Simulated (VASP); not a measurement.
CoO:

```
CELL_PARAMETERS angstrom
2.55800 0.00000 0.00000
0.00000 2.55800 0.00000
0.00000 0.00000 2.55800
ATOMIC_POSITIONS crystal
Co 0.00000 0.00000 0.00000
O 0.50000 0.50000 0.50000
```

| Quantity | Value |
| --- | --- |
| Program | VASP 6.6.1 |
| Task | relaxation of cell and atoms |
| Functional | PBE |
| Potentials or basis | VASP PAW PBE potentials, release 64 (Co_sv, O) |
| Cutoff | 700 eV |
| k mesh | 8 × 8 × 8 |
| Occupations | gaussian, width 0.1 eV |
| Spin | collinear spin, ferromagnetic start |
| Starting moments | [2.83, 0.35] μB |
| Hubbard terms | Co d U = 3.32 eV |

At the start: pressure 24.0 GPa; volume 8.37 Å³/atom.

How do energy, volume and symmetry change on relaxing?

Over 3 steps the energy falls by 59.8 meV/atom and the volume is 9.25 Å³/atom (+10.5 %); space group Pm-3m (No. 221, to 0.1 Å) before and after; moment 3.00 μB per cell.

Step by step:
| step | energy change (eV) | largest force (eV/Å) | pressure (GPa) | volume (Å³) |
| --- | --- | --- | --- | --- |
| 1 | 0.0000 | 0.0000 | 24.00 | 16.74 |
| 2 | -0.0575 | 0.0000 | -12.63 | 19.96 |
| 3 | -0.1197 | 0.0000 | -0.07 | 18.50 |

Final structure:
```
CELL_PARAMETERS angstrom
2.64465 0.00000 0.00000
0.00000 2.64465 0.00000
0.00000 0.00000 2.64465
ATOMIC_POSITIONS crystal
Co 0.00000 0.00000 0.00000
O 0.50000 0.50000 0.50000
```

Caveat: a cell with one magnetic atom can't hold antiferromagnetic order, which such compounds often take.
